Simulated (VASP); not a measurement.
# ZnS (ae) (F-43m) in VASP: single point with PBEsol

Aim: the single point of ZnS (ae) with PBEsol.

Program: VASP 6.6.1. These are calculated values, not measurements. Logs are shortened: lines on timing, memory, paths and dates and some standing lists are left out, and cuts for length are marked.

**1. The cell of the first run**

Symmetry: F-43m, No. 216, cubic system. Conventional cell: a = 5.357 Å, b = 5.357 Å, c = 5.357 Å, α = 90.00°, β = 90.00°, γ = 90.00°. Within 3.1 Å of Zn (site symmetry -43m) lie 4 S at 2.32 Å. Within 3.1 Å of S (site symmetry -43m) lie 4 Zn at 2.32 Å.

**2. Single point, PBEsol**

Input file INCAR:

```
SYSTEM = ZnS
ALGO = Normal
EDIFF = 1E-6
ENCUT = 500
GGA = PS
GGA_COMPAT = .FALSE.
ISIF = 2
ISMEAR = 0
LASPH = .TRUE.
LCHARG = .FALSE.
LREAL = .FALSE.
LWAVE = .FALSE.
NBANDS = 16
NELM = 120
PREC = Accurate
SIGMA = 0.01
```

Input file KPOINTS:

```
k-points
0
G
  8 8 8
  0 0 0
```

Input file POSCAR:

```
ZnS
1.0
    0.0000000000      2.6784060005      2.6784060005
    2.6784060005      0.0000000000      2.6784060005
    2.6784060005      2.6784060005      0.0000000000
Zn S
1 1
Direct
    0.0000000000      0.0000000000      0.0000000000
    0.2500000000      0.2500000000      0.2500000000
```

Potentials or basis: VASP PAW PBE potentials, release 64 (Zn, S).

Command:

```sh
$ cat potpaw_PBE.64/Zn/POTCAR potpaw_PBE.64/S/POTCAR > POTCAR
$ mpirun -np 1 vasp_std > vasp.out
```

OUTCAR:

```text
SYSTEM = ZnS
   EDIFF = 1E-6
   ENCUT = 500
   GGA = PS
   ISIF = 2
   ISMEAR = 0
   LASPH = .TRUE.
   LREAL = .FALSE.
   NELM = 120
   PREC = Accurate

 ion  position               nearest neighbor table
   1  0.000  0.000  0.000-   2 2.32   2 2.32   2 2.32   2 2.32
   2  0.250  0.250  0.250-   1 2.32   1 2.32   1 2.32   1 2.32

  LATTYP: Found a face centered cubic cell.
 ALAT       =     5.3568120010

  Lattice vectors:

 A1 = (   0.0000000000,   2.6784060005,   2.6784060005)
 A2 = (   2.6784060005,   0.0000000000,   2.6784060005)
 A3 = (   2.6784060005,   2.6784060005,   0.0000000000)

Analysis of symmetry for initial positions (statically):
=====================================================================
 Subroutine PRICEL returns:
 Original cell was already a primitive cell.

 Routine SETGRP: Setting up the symmetry group for a
 face centered cubic supercell.

 Subroutine GETGRP returns: Found 24 space group operations
 (whereof 24 operations were pure point group operations)
 out of a pool of 48 trial point group operations.

The static configuration has the point symmetry T_d .

Analysis of symmetry for dynamics (positions and initial velocities):
=====================================================================
 Subroutine PRICEL returns:
 Original cell was already a primitive cell.

 Routine SETGRP: Setting up the symmetry group for a
 face centered cubic supercell.

 Subroutine GETGRP returns: Found 24 space group operations
 (whereof 24 operations were pure point group operations)
 out of a pool of 48 trial point group operations.

The dynamic configuration has the point symmetry T_d .

 Subroutine INISYM returns: Found 24 space group operations
 (whereof 24 operations are pure point group operations),
 and found     1 'primitive' translations

----------------------------------------------------------------------------------------

                                     Primitive cell

  volume of cell :      38.4290

  direct lattice vectors                    reciprocal lattice vectors
     0.000000000  2.678406000  2.678406000    -0.186678196  0.186678196  0.186678196
     2.678406000  0.000000000  2.678406000     0.186678196 -0.186678196  0.186678196
     2.678406000  2.678406000  0.000000000     0.186678196  0.186678196 -0.186678196

  length of vectors
     3.787838091  3.787838091  3.787838091     0.323336120  0.323336120  0.323336120

  position of ions in fractional coordinates (direct lattice)
     0.000000000  0.000000000  0.000000000
     0.250000000  0.250000000  0.250000000

  ion indices of the primitive-cell ions
   primitive index   ion index
                 1           1
                 2           2

----------------------------------------------------------------------------------------

 KPOINTS: k-points

Automatic generation of k-mesh.
 Grid dimensions read from file:
 generate k-points for:    8    8    8

 Generating k-lattice:

  Cartesian coordinates                     Fractional coordinates (reciprocal lattice)
    -0.023334774  0.023334774  0.023334774     0.125000000  0.000000000  0.000000000
     0.023334774 -0.023334774  0.023334774     0.000000000  0.125000000  0.000000000
     0.023334774  0.023334774 -0.023334774     0.000000000  0.000000000  0.125000000

  Length of vectors
     0.040417015  0.040417015  0.040417015

  Shift w.r.t. Gamma in fractional coordinates (k-lattice)
     0.000000000  0.000000000  0.000000000

 Subroutine IBZKPT returns following result:
 ===========================================

 Found     29 irreducible k-points:

 Following reciprocal coordinates:
            Coordinates               Weight
  0.000000  0.000000  0.000000      1.000000
  0.125000  0.000000  0.000000      8.000000
  0.250000  0.000000  0.000000      8.000000
  0.375000  0.000000  0.000000      8.000000
  0.500000  0.000000  0.000000      4.000000
  0.125000  0.125000  0.000000      6.000000
[... 16 lines left out ...]
  0.500000  0.250000  0.125000     48.000000
 -0.375000  0.250000  0.125000     24.000000
 [... further k-points ...]
   k-points           NKPTS =     29   k-points in BZ     NKDIM =     29   number of bands    NBANDS=     16
   number of dos      NEDOS =    301   number of ions     NIONS =      2
   total plane-waves  NPLWV =  21952
   dimension x,y,z NGX =    28 NGY =   28 NGZ =   28
   dimension x,y,z NGXF=    56 NGYF=   56 NGZF=   56
   ions per type =               1   1
   NGX,Y,Z   is equivalent  to a cutoff of  12.29, 12.29, 12.29 a.u.
   NGXF,Y,Z  is equivalent  to a cutoff of  24.58, 24.58, 24.58 a.u.
 SYSTEM =  ZnS
   PREC   = accura    normal or accurate (medium, high low for compatibility)
   ISTART =      0    job   : 0-new  1-cont  2-samecut
   ICHARG =      2    charge: 1-file 2-atom 10-const
   ISPIN  =      1    spin polarized calculation?
   LNONCOLLINEAR =      F non collinear calculations
   LSORBIT =      F    spin-orbit coupling
   LASPH  =      T    aspherical Exc in radial PAW
   ENCUT  =  500.0 eV  36.75 Ry    6.06 a.u.   6.91  6.91  6.91*2*pi/ulx,y,z
   NELM   =    120;   NELMIN=  2; NELMDL= -5     # of ELM steps
   EDIFF  = 0.1E-05   stopping-criterion for ELM
   LREAL  =      F    real-space projection
   EDIFFG = 0.1E-04   stopping-criterion for IOM
   NSW    =      0    number of steps for IOM
   IBRION =     -1    ionic relax: 0-MD 1-quasi-New 2-CG
   NFREE  =      0    steps in history (QN), initial steepest desc. (CG)
   ISIF   =      2    stress and relaxation
   ISYM   =      2    0-nonsym 1-usesym 2-fastsym
   POTIM  = 0.5000    time-step for ionic-motion
   TEBEG  =    0.0;   TEEND  =   0.0 temperature during run
   PSTRESS=    0.0 pullay stress
   NELECT =      18.0000    total number of electrons
   NUPDOWN=      -1.0000    fix difference up-down
   EMIN   =  10.00;   EMAX   =-10.00  energy-range for DOS
   EFERMI =   0.00;   METHOD = LEGACY
   ISMEAR =     0;   SIGMA  =   0.01  broadening in eV -4-tet -1-fermi 0-gaus
   EFERMI_NEDOS =   21; number of points for ismear=-14 and -15
   IALGO  =     38    algorithm
   IMIX   =      4    mixing-type and parameters
     AMIX     =   0.40;   BMIX     =  1.00
     AMIX_MAG =   1.60;   BMIX_MAG =  1.00
  volume/ion in A,a.u.               =      19.21       129.67
  Fermi-wavevector in a.u.,A,eV,Ry     =   1.271391  2.402581 21.992947  1.616436
  Thomas-Fermi vector in A             =   2.404327
   LORBIT       =      0    0 simple, 1 ext, 2 COOP (PROOUT), +10 PAW based schemes
   GGA     = PS    functional components
   LHFCALC =     F    Hartree Fock is set to
   AEXX    =    0.0000 exact exchange contribution
   IVDW    =     0    specifies the selected vdW correction
   LEPSILON=     F    determine dielectric tensor
   LRPA    =     F    only Hartree local field effects (RPA)
 non-spin polarized calculation
 Gauss-broadening in eV      SIGMA  =   0.01
  energy-cutoff  :      500.00
  volume of cell :       38.43
 maximum number of plane-waves:       992
   NGX = 13   NGY = 13   NGZ = 13

 number of electron      18.0000015 magnetization

 Free energy of the ion-electron system (eV)
  ---------------------------------------------------
  ext. energy  EPLUGINS =         0.00000000
  ---------------------------------------------------
  free energy    TOTEN  =        -7.58841304 eV

  energy without entropy =       -7.58841304  energy(sigma->0) =       -7.58841304

 E-fermi :   2.3153     XC(G=0):  -9.9739

 val. band max:        2.2629077665   @ k =   0.0000   0.0000   0.0000
 cond. band min:       4.3546284032   @ k =   0.0000   0.0000   0.0000
 fundamental gap:      2.0917206366
 Fermi energy:         2.3153001165

 k-point     1 :       0.0000    0.0000    0.0000
  band No.  band energies     occupation
      1     -11.0806      2.00000
      2      -4.2193      2.00000
      3      -4.2193      2.00000
      4      -4.2193      2.00000
      5      -3.6885      2.00000
      6      -3.6885      2.00000
[... 8 lines left out ...]
     15      14.0296      0.00000
     16      14.0492      0.00000

 k-point     2 :       0.1250    0.0000    0.0000
  band No.  band energies     occupation
      1     -10.9564      2.00000
      2      -4.2222      2.00000
      3      -4.1970      2.00000
      4      -4.1970      2.00000
      5      -3.6904      2.00000
      6      -3.6904      2.00000
[... 8 lines left out ...]
     15      13.3899      0.00000
     16      14.8385      0.00000

 k-point     3 :       0.2500    0.0000    0.0000
  band No.  band energies     occupation
      1     -10.6308      2.00000
      2      -4.1849      2.00000
      3      -4.1483      2.00000
      4      -4.1483      2.00000
      5      -3.6872      2.00000
      6      -3.6872      2.00000
[... 8 lines left out ...]
     15      13.1796      0.00000
     16      14.3121      0.00000

 k-point     4 :       0.3750    0.0000    0.0000
  band No.  band energies     occupation
      1     -10.2579      2.00000
      2      -4.1101      2.00000
      3      -4.1101      2.00000
      4      -3.9745      2.00000
      5      -3.6690      2.00000
      6      -3.6690      2.00000
[... 8 lines left out ...]
     15      14.3328      0.00000
     16      14.3328      0.00000
[... 324 lines left out ...]
 k-point    22 :       0.3750    0.2500    0.1250
  band No.  band energies     occupation
      1     -10.3747      2.00000
      2      -4.2134      2.00000
      3      -4.0811      2.00000
      4      -4.0541      2.00000
      5      -3.7145      2.00000
      6      -3.6476      2.00000
[... 8 lines left out ...]
     15      15.0723      0.00000
     16      17.3625      0.00000

 k-point    23 :       0.5000    0.2500    0.1250
  band No.  band energies     occupation
      1     -10.0621      2.00000
      2      -4.1120      2.00000
      3      -4.0502      2.00000
      4      -3.9130      2.00000
      5      -3.6714      2.00000
      6      -3.6152      2.00000
[... 8 lines left out ...]
     15      16.0633      0.00000
     16      16.6391      0.00000

 k-point    24 :      -0.3750    0.2500    0.1250
  band No.  band energies     occupation
      1      -9.9213      2.00000
      2      -4.0907      2.00000
      3      -4.0260      2.00000
      4      -3.7556      2.00000
      5      -3.6763      2.00000
      6      -3.4042      2.00000
[... 8 lines left out ...]
     15      15.7135      0.00000
     16      16.5978      0.00000

 [... further k-points ...]

------------------------ aborting loop because EDIFF is reached ----------------------------------------

  FORCE on cell =-STRESS in cart. coord.  units (eV):
  Direction    XX          YY          ZZ          XY          YZ          ZX
  --------------------------------------------------------------------------------------
  -------------------------------------------------------------------------------------
  Total        0.0423834      0.0423834      0.0423834      0.0000000      0.0000000     -0.0000000
  in kB        1.7670438      1.7670438      1.7670438      0.0000000      0.0000000     -0.0000000
  external PRESSURE =       1.7670438 kB  Pullay stress =       0.0000000 kB

 VOLUME and BASIS-vectors are now :
 -----------------------------------------------------------------------------
  energy-cutoff  :      500.00
  volume of cell :       38.43
      direct lattice vectors                 reciprocal lattice vectors
     0.000000000  2.678406000  2.678406000    -0.186678196  0.186678196  0.186678196
     2.678406000  0.000000000  2.678406000     0.186678196 -0.186678196  0.186678196
     2.678406000  2.678406000  0.000000000     0.186678196  0.186678196 -0.186678196

 POSITION                                       TOTAL-FORCE (eV/Angst)
 -----------------------------------------------------------------------------------
      0.00000      0.00000      0.00000         0.000000     -0.000000      0.000000
      1.33920      1.33920      1.33920        -0.000000      0.000000     -0.000000
 -----------------------------------------------------------------------------------
    total drift:                                0.000001      0.000001      0.000001

  FREE ENERGIE OF THE ION-ELECTRON SYSTEM (eV)
  ---------------------------------------------------
  free  energy   TOTEN  =        -7.5884130365 eV

  energy  without entropy=       -7.5884130365  energy(sigma->0) =       -7.58841304
```

Wall time 30 s (1 thread of Intel Xeon 8259CL, shared host); peak memory 0.16 GiB.

Results:

* Free energy: -7.5884 eV
* Pressure: 0.2 GPa
* Band gap on the k mesh: 2.09 eV, direct

Levels at points of the mesh, in eV from the valence-band top:
| k point | band 7 | band 8 | band 9 | band 10 | band 11 | band 12 |
| --- | --- | --- | --- | --- | --- | --- |
| (0.00, 0.00, 0.00) | 0.00 | 0.00 | 0.00 | 2.09 | 6.29 | 6.29 |
| (0.50, 0.00, 0.00) | -5.54 | -0.92 | -0.92 | 3.24 | 6.82 | 6.82 |
| (0.50, 0.50, 0.00) | -4.71 | -2.35 | -2.35 | 3.18 | 3.96 | 11.02 |

Caveat: the PAW data sets were made with another functional, which shifts forces and pressure a little.
